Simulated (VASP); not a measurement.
Input of a VASP 6.6.1 run:

Contents of INCAR:

```
  PREC = Accurate
  ENCUT = 520
  EDIFF = 1E-7
  ISMEAR = 0
  SIGMA = 0.05
  LREAL = False
  LASPH = True
  NELM = 150
  ALGO = Normal
  ISIF = 2
  LWAVE = False
  LCHARG = False
  ISPIN = 2
  MAGMOM = 0.05 0.05 0 0
  LORBIT = 11
  LMAXMIX = 4
  GGA = RP
  NBANDS = 27
```

KPOINTS

```
regular mesh
0
Gamma
  8 8 6
```

Contents of POSCAR:

```
NiSb
1.0
    3.9544794521      0.0000000000      0.0000000000
   -1.9772397261      3.4246796643      0.0000000000
    0.0000000000      0.0000000000      5.1390222170
Ni Sb
2 2
Direct
    0.0000000000      0.0000000000      0.0000000000
    0.0000000000      0.0000000000      0.5000000000
    0.3333333333      0.6666666667      0.2500000000
    0.6666666667      0.3333333333      0.7500000000
```

Potentials or basis: VASP PAW PBE potentials, release 64 (Ni, Sb).

Launch:

```bash
$ cat potpaw_PBE.64/Ni/POTCAR potpaw_PBE.64/Sb/POTCAR > POTCAR
$ mpirun -np 1 vasp_std > vasp.out
```

Q: Estimate the pressure.

A: 4.4 GPa.

Q: What does it give for the band gap on the k mesh?

A: Zero (filled and empty bands overlap).

Q: What does it give for the net moment?

A: 0.00 μB per cell.

Stress tensor (GPa, compression positive):
```
4.41 0.00 0.00
0.00 4.41 0.00
0.00 0.00 4.51
```

Caveat: the cell stands under pressure; the PAW data sets were made with another functional, which shifts forces and pressure a little; spin-orbit coupling is left out, which moves the levels of the heavy elements.
